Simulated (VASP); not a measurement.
# WC (P1) in VASP: further runs

The runs below take WC through single point, with PBE.

All numbers are computed with VASP 6.6.1; they aren't measurements. Logs are shortened: lines on timing, memory, paths and dates and some standing lists are left out, and cuts for length are marked.

## 1. The cell of the first run

The typed cell holds 16 atoms: a = 5.799 Å, b = 5.022 Å, c = 5.655 Å, α = 90.00°, β = 90.00°, γ = 90.00°.

## 2. Single point, PBE

INCAR

```
PREC = Accurate
ENCUT = 520
EDIFF = 1E-6
ISMEAR = -1
SIGMA = 0.3
LREAL = Auto
LASPH = True
NELM = 100
ALGO = Normal
ISIF = 2
LWAVE = False
LCHARG = False
GGA = PE
NBANDS = 86
```

KPOINTS

```
regular mesh
0
Gamma
  3 3 3
```

POSCAR

```
WC
1.0
   -2.8994000000     -5.0219080000      0.0000000000
    4.3491000000     -2.5109540000      0.0000000000
    0.0000000000      0.0000000000      5.6546000000
W C
8 8
Direct
    0.7411367832      0.5005982822      0.0011141372
    0.7352078951      0.4899546506      0.5058182718
    0.4554457366     -0.0095607439      0.0083118169
    0.4931703768      0.0034025869      0.5011671913
    0.2315937152      0.4835443696      0.0277826902
    0.2385128460      0.5363739959      0.4937749797
   -0.0035527257      0.0204868196     -0.0200544689
   -0.0217794798     -0.0010456011      0.4945177378
    0.5017483258      0.6600145078      0.2737417324
    0.4891017103      0.6885336044      0.7644218866
    0.2102747628      0.1417467171      0.2534396774
    0.2437664617      0.1979435927      0.7679057758
   -0.0354165269      0.6981245136      0.2295653097
   -0.0467865454      0.6540771861      0.7438015067
    0.6811755000      0.2024327435      0.2470908641
    0.7234506648      0.1746735779      0.7487709122
```

Potentials or basis: VASP PAW PBE potentials, release 64 (W_sv, C).

The run is started by

```sh
$ cat potpaw_PBE.64/W_sv/POTCAR potpaw_PBE.64/C/POTCAR > POTCAR
$ mpirun -np 1 vasp_std > vasp.out
```

OUTCAR:

```text
PREC = Accurate
   ENCUT = 520
   EDIFF = 1E-6
   ISMEAR = -1
   LREAL = Auto
   LASPH = True
   NELM = 100
   ISIF = 2
   GGA = PE

 ion  position               nearest neighbor table
   1  0.741  0.501  0.001-  14 2.06  15 2.07  13 2.08  16 2.17  10 2.20   9 2.22   2 2.80   7 2.83
                             5 2.85   2 2.85   5 2.96   3 2.97   7 3.00   3 3.05
   2  0.735  0.490  0.506-  14 2.02   9 2.07  15 2.08  16 2.10  10 2.27  13 2.30   1 2.80   4 2.82
                             8 2.84   1 2.85   6 2.89   8 2.92   6 2.93   4 2.94
   3  0.455  0.990  0.008-  10 2.06  12 2.11  11 2.13  15 2.16   9 2.25  16 2.33   7 2.67   4 2.80
                             5 2.80   5 2.86   4 2.88   1 2.97   1 3.05   7 3.14
   4  0.493  0.003  0.501-  15 2.06  16 2.12   9 2.15  10 2.17  11 2.27  12 2.31   6 2.77   3 2.80
                             8 2.81   2 2.82   3 2.88   2 2.94   8 2.99   6 3.06
   5  0.232  0.484  0.028-  12 2.05  11 2.14  13 2.20   9 2.27  10 2.35  14 2.43   6 2.65   7 2.71
                             3 2.80   1 2.85   3 2.86   1 2.96   6 3.03   7 3.03
   6  0.239  0.536  0.494-   9 2.06  10 2.24  14 2.26  12 2.30  13 2.33  11 2.41   5 2.65   8 2.77
                             4 2.77   2 2.89   2 2.93   5 3.03   4 3.06   8 3.09
   7  0.996  0.020  0.980-  12 2.07  11 2.07  13 2.16  16 2.19  14 2.29  15 2.54   3 2.67   5 2.71
                             8 2.75   1 2.83   8 2.91   1 3.00   5 3.03   3 3.14
   8  0.978  0.999  0.495-  11 2.05  13 2.13  14 2.24  16 2.24  12 2.40  15 2.44   7 2.75   6 2.77
                             4 2.81   2 2.84   7 2.91   2 2.92   4 2.99   6 3.09
   9  0.502  0.660  0.274-   6 2.06   2 2.07   4 2.15   1 2.22   3 2.25   5 2.27
  10  0.489  0.689  0.764-   3 2.06   4 2.17   1 2.20   6 2.24   2 2.27   5 2.35
  11  0.210  0.142  0.253-   8 2.05   7 2.07   3 2.13   5 2.14   4 2.27   6 2.41
  12  0.244  0.198  0.768-   5 2.05   7 2.07   3 2.11   6 2.30   4 2.31   8 2.40
  13  0.965  0.698  0.230-   1 2.08   8 2.13   7 2.16   5 2.20   2 2.30   6 2.33
  14  0.953  0.654  0.744-   2 2.02   1 2.06   8 2.24   6 2.26   7 2.29   5 2.43
  15  0.681  0.202  0.247-   4 2.06   1 2.07   2 2.08   3 2.16   8 2.44   7 2.54
  16  0.723  0.175  0.749-   2 2.10   4 2.12   1 2.17   7 2.19   8 2.24   3 2.33

  LATTYP: Found a simple orthorhombic cell.
 ALAT       =     5.0219080836
 B/A-ratio  =     1.1259863593
 C/A-ratio  =     1.1547005256

  Lattice vectors:

 A1 = (   4.3491000000,  -2.5109540000,   0.0000000000)
 A2 = (   0.0000000000,   0.0000000000,   5.6546000000)
 A3 = (  -2.8994000000,  -5.0219080000,   0.0000000000)

Analysis of symmetry for initial positions (statically):
=====================================================================
 Subroutine PRICEL returns:
 Original cell was already a primitive cell.

[... 148 lines left out ...]
   PSTRESS=    0.0 pullay stress
   NELECT =     144.0000    total number of electrons
   NUPDOWN=      -1.0000    fix difference up-down
   EMIN   =  10.00;   EMAX   =-10.00  energy-range for DOS
   EFERMI =   0.00;   METHOD = LEGACY
   ISMEAR =    -1;   SIGMA  =   0.30  broadening in eV -4-tet -1-fermi 0-gaus
   EFERMI_NEDOS =   21; number of points for ismear=-14 and -15
   IALGO  =     38    algorithm
   IMIX   =      4    mixing-type and parameters
     AMIX     =   0.40;   BMIX     =  1.00
     AMIX_MAG =   1.60;   BMIX_MAG =  1.00
  volume/ion in A,a.u.               =      10.29        69.45
  Fermi-wavevector in a.u.,A,eV,Ry     =   1.565523  2.958409 33.345998  2.450862
  Thomas-Fermi vector in A             =   2.667986
   LORBIT       =      0    0 simple, 1 ext, 2 COOP (PROOUT), +10 PAW based schemes
   GGA     = PE    functional components
   LHFCALC =     F    Hartree Fock is set to
   AEXX    =    0.0000 exact exchange contribution
   IVDW    =     0    specifies the selected vdW correction
   LEPSILON=     F    determine dielectric tensor
   LRPA    =     F    only Hartree local field effects (RPA)
 non-spin polarized calculation
  energy-cutoff  :      520.00
  volume of cell :      164.67
 maximum number of plane-waves:      4461
 NGX is ok and might be reduce to    48
   NGX = 21   NGY = 19   NGZ = 21

 number of electron     144.0000004 magnetization

 Free energy of the ion-electron system (eV)
  ---------------------------------------------------
  ext. energy  EPLUGINS =         0.00000000
  ---------------------------------------------------
  free energy    TOTEN  =      -175.18688695 eV

  energy without entropy =     -174.05893261  energy(sigma->0) =     -174.62290978

 E-fermi :  11.4827     XC(G=0): -13.8224

 val. band max:       11.4824939799   @ k =   0.0000   0.0000   0.0000
 cond. band min:      11.5007317813   @ k =   0.3333   0.0000   0.0000
 fundamental gap:      0.0182378014
 Fermi energy:        11.4827417131

 k-point     1 :       0.0000    0.0000    0.0000
  band No.  band energies     occupation
      1     -62.7277      2.00000
      2     -62.7003      2.00000
      3     -62.6773      2.00000
      4     -62.6380      2.00000
      5     -62.6286      2.00000
      6     -62.5755      2.00000
[... 1207 lines left out ...]
     83      15.0889      0.00001
     84      15.3632      0.00000
 [bands above 84 left out]

------------------------ aborting loop because EDIFF is reached ----------------------------------------

  FORCE on cell =-STRESS in cart. coord.  units (eV):
  Direction    XX          YY          ZZ          XY          YZ          ZX
  --------------------------------------------------------------------------------------
  -------------------------------------------------------------------------------------
  Total       18.5092676     24.7833766     22.5619572     -2.3389388     -0.7312627      1.8006850
  in kB      180.0906004    241.1361308    219.5222682    -22.7572969     -7.1150051     17.5202202
  external PRESSURE =     213.5829998 kB  Pullay stress =       0.0000000 kB

 VOLUME and BASIS-vectors are now :
 -----------------------------------------------------------------------------
  energy-cutoff  :      520.00
  volume of cell :      164.67
      direct lattice vectors                 reciprocal lattice vectors
    -2.899400000 -5.021908000  0.000000000    -0.086224736 -0.149345627  0.000000000
     4.349100000 -2.510954000  0.000000000     0.172449472 -0.099563751  0.000000000
     0.000000000  0.000000000  5.654600000     0.000000000  0.000000000  0.176847169

 POSITION                                       TOTAL-FORCE (eV/Angst)
 -----------------------------------------------------------------------------------
      0.02830     -4.97890      0.00630         2.154408      1.880829      0.155920
     -0.00080     -4.92240      2.86020         2.637200     -0.279331     -0.693814
      2.98700     -4.77415      0.04700        -0.919810     -4.581293     -0.273258
     -1.41510     -2.48520      2.83390         1.805767      2.082388      1.188962
      1.43150     -2.37720      0.15710         3.263888     -2.240811     -3.289456
      1.64120     -2.54460      2.79210        -2.603211      3.332693      3.187225
[... 8 lines left out ...]
     -1.09460     -3.92910      1.39720        -3.987399     -1.340355     -0.254092
     -1.33790     -4.07170      4.23400        -1.175061     -0.220600      0.446741
 -----------------------------------------------------------------------------------
    total drift:                                0.006271      0.019168     -0.009308

  FREE ENERGIE OF THE ION-ELECTRON SYSTEM (eV)
  ---------------------------------------------------
  free  energy   TOTEN  =      -175.1868869545 eV

  energy  without entropy=     -174.0589326119  energy(sigma->0) =     -174.62290978
```

OSZICAR:

```text
N       E                     dE             d eps       ncg     rms          rms(c)
DAV:   1     0.195241207394E+04    0.19524E+04   -0.77740E+04  2408   0.193E+03
DAV:   2     0.165813848831E+01   -0.19508E+04   -0.18899E+04  2416   0.622E+02
DAV:   3    -0.190079266147E+03   -0.19174E+03   -0.18172E+03  2812   0.172E+02
DAV:   4    -0.199332635908E+03   -0.92534E+01   -0.90623E+01  2832   0.335E+01
DAV:   5    -0.199616562511E+03   -0.28393E+00   -0.28256E+00  2872   0.553E+00    0.962E+01
DAV:   6    -0.175996257592E+03    0.23620E+02   -0.14515E+02  2982   0.394E+01    0.304E+01
DAV:   7    -0.175478098743E+03    0.51816E+00   -0.93598E+00  2864   0.140E+01    0.157E+01
DAV:   8    -0.175305534961E+03    0.17256E+00   -0.24963E+00  2880   0.976E+00    0.475E+00
DAV:   9    -0.175186129885E+03    0.11941E+00   -0.52357E-01  2872   0.453E+00    0.775E-01
DAV:  10    -0.175187119586E+03   -0.98970E-03   -0.76820E-02  3016   0.139E+00    0.392E-01
DAV:  11    -0.175186961323E+03    0.15826E-03   -0.72852E-03  3008   0.478E-01    0.224E-01
DAV:  12    -0.175186870958E+03    0.90365E-04   -0.16160E-03  3040   0.256E-01    0.823E-02
DAV:  13    -0.175186890418E+03   -0.19459E-04   -0.28302E-04  2952   0.118E-01    0.270E-02
DAV:  14    -0.175186887872E+03    0.25458E-05   -0.49011E-05  3120   0.446E-02    0.168E-02
DAV:  15    -0.175186886954E+03    0.91738E-06   -0.80656E-06  2624   0.193E-02
   1 F= -.17518689E+03 E0= -.17462291E+03  d E =-.112795E+01
```

It took 2.7 min on 1 thread of Intel Xeon 6975P-C (Granite Rapids), shared host; peak memory 0.34 GiB.

Results:

- Free energy: -175.1869 eV
- Pressure: 21.4 GPa
- Largest force: 5.835 eV/Å
- Band gap on the k mesh: zero (bands 72 and 73 overlap by 0.19 eV)

Forces on the atoms (eV/Å):
```
W    2.154  1.881  0.156
W    2.637 -0.279 -0.694
W   -0.920 -4.581 -0.273
W    1.806  2.082  1.189
W    3.264 -2.241 -3.289
W   -2.603  3.333  3.187
W   -0.123  5.604  1.618
W    1.040  0.221  1.048
C    1.647  0.798 -2.264
C   -1.596  1.595 -0.881
C    1.003 -2.733  0.675
C   -1.010  1.060 -2.834
C   -2.067 -0.528  1.746
C   -0.068 -4.650  0.424
C   -3.987 -1.340 -0.254
C   -1.175 -0.221  0.447
```

Caveat: the k points lie up to 0.42 Å⁻¹ apart; so wide a smearing shifts energies and pressures; spin-orbit coupling is left out, which moves the levels of the heavy elements; forces of over 1 eV/Å act on the atoms, so gaps and moduli don't describe the material at rest.

## 3. Single point, PBE

INCAR

```
SYSTEM = WC
  PREC = Accurate
  ENCUT = 520
  EDIFF = 1E-6
  ISMEAR = -1
  SIGMA = 0.3
  LREAL = Auto
  LASPH = .True.
  NELM = 100
  ALGO = Normal
  ISIF = 2
  LWAVE = .False.
  LCHARG = .False.
  GGA = PE
  NBANDS = 86
```

KPOINTS

```
regular mesh
0
Gamma
  3 3 3
  0 0 0
```

POSCAR

```
WC
1.0
   -2.8994000000     -5.0219080000      0.0000000000
    4.3491000000     -2.5109540000      0.0000000000
    0.0000000000      0.0000000000      5.6546000000
W C
8 8
Direct
    0.7001320101      0.4967838748      0.0084532947
    0.7283306208      0.5078112258      0.5239274219
    0.4584606640     -0.0381318321      0.0237152053
    0.4569781169     -0.0225420542      0.5089130973
    0.2079604806      0.4900693517     -0.0033247268
    0.2190254543      0.5050567709      0.5004951721
   -0.0447329282     -0.0343516249     -0.0049870902
   -0.0396530027      0.0067439433      0.5207972270
    0.4763899537      0.5708640941      0.2700809960
    0.4708301111      0.6381377352      0.7642804089
    0.2084494732      0.1502560076      0.2700809960
    0.2199422441      0.1535951214      0.7951402398
   -0.0545761077      0.6428139232      0.2587804619
   -0.0538187222      0.6338916091      0.7435008666
    0.6764333439      0.1552851940      0.2769957203
    0.7298313486      0.1824223430      0.7689138047
```

Potentials or basis: VASP PAW PBE potentials, release 64 (W_sv, C).

The run is started by

```sh
$ cat potpaw_PBE.64/W_sv/POTCAR potpaw_PBE.64/C/POTCAR > POTCAR
$ mpirun -np 1 vasp_std > vasp.out
```

Run time: 3 min. Hardware: 1 thread of Intel Xeon 6975P-C (Granite Rapids), shared host; peak memory 0.34 GiB.

The run converged. Its results:

```
Free energy            : -174.7560 eV
Pressure               : 21.6 GPa
Largest force          : 7.733 eV/Å
Band gap on the k mesh : zero (filled and empty bands touch)
```

Forces on the atoms (eV/Å):
```
W   -4.528 -0.158  1.573
W   -2.428  6.085 -4.108
W    2.669 -1.471 -1.278
W    1.351 -0.702  2.311
W   -1.416  1.004  3.060
W   -2.348  3.015  1.256
W    2.247 -1.628  3.872
W   -1.172  0.779 -2.293
C    5.627 -0.555 -1.247
C    2.395  0.423 -0.503
C   -0.032  0.612 -0.836
C   -0.684  0.598 -3.491
C    0.327 -2.558 -0.480
C    1.207 -5.541  3.678
C   -1.902 -2.572 -1.162
C   -1.312  2.671 -0.352
```

Stress tensor (GPa, compression positive):
```
17.29  3.07  1.45
 3.07 24.28 -0.33
 1.45 -0.33 23.28
```

Levels at points of the mesh, in eV from the Fermi level:
```
           k point  band 70  band 71  band 72  band 73  band 74  band 75
(0.00, 0.00, 0.00)    -0.71    -0.54    -0.10     0.48     0.86     1.32
```

Caveat: the k points lie up to 0.42 Å⁻¹ apart; so wide a smearing shifts energies and pressures; spin-orbit coupling is left out, which moves the levels of the heavy elements; forces of over 1 eV/Å act on the atoms, so gaps and moduli don't describe the material at rest.

## 4. Single point, PBE

INCAR

```
SYSTEM = WC
PREC = Accurate
ENCUT = 520
EDIFF = 1E-6
ISMEAR = -1
SIGMA = 0.3
LREAL = Auto
LASPH = .True.
NELM = 60
ALGO = Normal
ISIF = 2
LWAVE = .False.
LCHARG = .False.
GGA = PE
NBANDS = 86
```

KPOINTS is that of step 3.

POSCAR

```
WC
1.0
   -2.8994000000     -5.0219080000      0.0000000000
    4.3491000000     -2.5109540000      0.0000000000
    0.0000000000      0.0000000000      5.6546000000
W C
8 8
Direct
    0.7009901816      0.4600609167      0.0426378524
    0.7002257643      0.4819007567      0.5004598026
    0.4600844082     -0.0387508374      0.0282778623
    0.4246665625     -0.0086964587      0.5113182188
    0.1839907177      0.4712613384     -0.0039613766
    0.2214041551      0.4628633987      0.5337954939
   -0.0449392811     -0.0401915227      0.0119371839
   -0.0630865224     -0.0418507422      0.5166766880
    0.4304174391      0.6061374360      0.2834506420
    0.4592989166      0.6159185300      0.7911611785
    0.1990453402      0.1583113884      0.2358610689
    0.1975080103      0.1415131234      0.7830969476
   -0.0391550580      0.6242380780      0.2863509355
   -0.0689138241      0.5751514701      0.7553319421
    0.7048484731      0.1023976600      0.2789940933
    0.6807175669      0.1115110054      0.7937608319
```

The run is started by

```sh
$ cat potpaw_PBE.64/W_sv/POTCAR potpaw_PBE.64/C/POTCAR > POTCAR
$ mpirun -np 1 vasp_std > vasp.out
```

Run time: 3 min. Hardware: 1 thread of Intel Xeon 6975P-C (Granite Rapids), shared host; peak memory 0.34 GiB.

It converged, with:

- Free energy: -175.2006 eV
- Pressure: 20.8 GPa
- Largest force: 6.044 eV/Å
- Band gap on the k mesh: zero (bands 72 and 73 overlap by 0.04 eV)

Forces in eV/Å, atoms in the order of the input:
```
W   -0.592  0.915 -3.953
W   -3.040  2.851  4.377
W    0.588  3.145 -0.631
W   -4.323 -0.783  1.638
W   -1.015 -1.759  5.162
W    2.391  3.512 -2.679
W    0.368  1.335  0.985
W   -0.162 -1.534  1.463
C    1.846 -3.015 -2.369
C    1.329 -0.400 -1.308
C   -1.519  0.943  2.770
C   -1.713  0.878 -1.682
C    0.930 -0.327 -1.787
C    2.726 -2.854  1.318
C    2.040 -0.520 -0.761
C    0.145 -2.387 -2.541
```

Stress tensor (GPa, compression positive):
```
15.92  1.41 -0.80
 1.41 21.54  3.23
-0.80  3.23 24.93
```

Levels at points of the mesh, in eV from the Fermi level:
```tsv
k point	band 68	band 69	band 70	band 71	band 72	band 73	band 74	band 75	band 76	band 77
(0.00, 0.00, 0.00)	-1.12	-0.72	-0.59	-0.29	-0.24	0.07	1.08	1.65	1.82	2.03
```

Caveat: the k points lie up to 0.42 Å⁻¹ apart; so wide a smearing shifts energies and pressures; spin-orbit coupling is left out, which moves the levels of the heavy elements; forces of over 1 eV/Å act on the atoms, so gaps and moduli don't describe the material at rest.

## 5. Single point, PBE

INCAR

```
  PREC = Accurate
  ENCUT = 520
  EDIFF = 1E-6
  ISMEAR = -1
  SIGMA = 0.3
  LREAL = Auto
  LASPH = T
  NELM = 60
  ALGO = Normal
  ISIF = 2
  LWAVE = F
  LCHARG = F
  GGA = PE
  NBANDS = 86
```

KPOINTS

```
regular mesh
0
Gamma
  3 3 3
```

POSCAR

```
WC
1.0
   -2.8994000000     -5.0219080000      0.0000000000
    4.3491000000     -2.5109540000      0.0000000000
    0.0000000000      0.0000000000      5.6546000000
W C
8 8
Direct
    0.6898743410      0.5020858717      0.0449368656
    0.6983967602      0.4913732879      0.5320270222
    0.4623127593      0.0157342012      0.0217168323
    0.4425249524     -0.0219914817      0.5334417996
    0.1992110691      0.5030678931      0.0205850104
    0.2020156863      0.4663549426      0.5225656987
   -0.0449556581      0.0167518716      0.0083118169
   -0.0657175853      0.0008871797      0.5212393450
    0.4523552988      0.6948009826      0.2970148198
    0.4381432999      0.6771867016      0.8074134333
    0.2189835471      0.1509325829      0.2449510133
    0.1794012510      0.1326840007      0.7874120185
   -0.0644449064      0.6815084589      0.3020195947
   -0.0669939833      0.6586092858      0.7941498957
    0.6986102305      0.1631028264      0.2794008418
    0.7262463811      0.1596833270      0.7836274891
```

The run is started by

```sh
$ cat potpaw_PBE.64/W_sv/POTCAR potpaw_PBE.64/C/POTCAR > POTCAR
$ mpirun -np 1 vasp_std > vasp.out
```

It took 3.3 min on 1 thread of Intel Xeon 6975P-C (Granite Rapids), shared host; peak memory 0.34 GiB.

The run converged. Its results:

| Property | Result |
| --- | --- |
| Free energy | -175.9890 eV |
| Pressure | 20.0 GPa |
| Largest force | 7.854 eV/Å |
| Band gap on the k mesh | zero (bands 72 and 73 overlap by 0.04 eV) |

Forces on the atoms (eV/Å):
```
W    0.201 -1.672 -1.501
W    0.980 -0.049  1.108
W   -1.718  2.082  0.766
W    2.493 -1.882  0.333
W    0.583  0.998  2.155
W    3.317 -0.905  0.513
W   -3.326  3.815  6.007
W   -2.341 -1.571  0.232
C   -2.945  2.190 -2.293
C   -1.938 -0.193 -2.775
C    2.596  0.843  3.419
C    0.847 -4.912 -3.461
C   -2.359 -0.049 -2.417
C   -0.459 -0.797 -1.212
C    0.601 -0.421  0.329
C    3.469  2.524 -1.204
```

Stress tensor (GPa, compression positive):
```
18.40  0.75  2.35
 0.75 20.55  1.36
 2.35  1.36 21.18
```

Levels at points of the mesh, in eV from the Fermi level:
```csv
k point,band 68,band 69,band 70,band 71,band 72,band 73,band 74,band 75,band 76,band 77
"(0.00, 0.00, 0.00)",-0.93,-0.83,-0.59,-0.54,-0.10,0.22,1.01,1.07,1.75,1.95
```

Caveat: the k points lie up to 0.42 Å⁻¹ apart; the atoms stand as in a frame of molecular dynamics; so wide a smearing shifts energies and pressures; spin-orbit coupling is left out, which moves the levels of the heavy elements; forces of over 1 eV/Å act on the atoms, so gaps and moduli don't describe the material at rest.

## 6. Overview

| cell | gap on the mesh (eV) | pressure (GPa) | largest force (eV/Å) |
| --- | --- | --- | --- |
| as given, atomic positions A | none | 21.4 | 5.83 |
| as given, atomic positions B | none | 21.6 | 7.73 |
| as given, atomic positions C | none | 20.8 | 6.04 |
| as given, atomic positions D | none | 20.0 | 7.85 |

Alike in all rows: task single point; level PBE; potentials or basis VASP PAW PBE potentials, release 64 (W_sv, C); no spin polarisation; k mesh 3 × 3 × 3; cutoff (eV) 520; smearing fermi-dirac 0.3 eV.

Caveats: all runs use coarse meshes; so wide a smearing shifts energies and pressures; spin-orbit coupling is left out, which moves the levels of the heavy elements; forces of over 1 eV/Å act on the atoms, so gaps and moduli don't describe the material at rest; the atoms stand as in a frame of molecular dynamics (at least some runs).

Absolute energies hang on the potentials; compare differences alone.
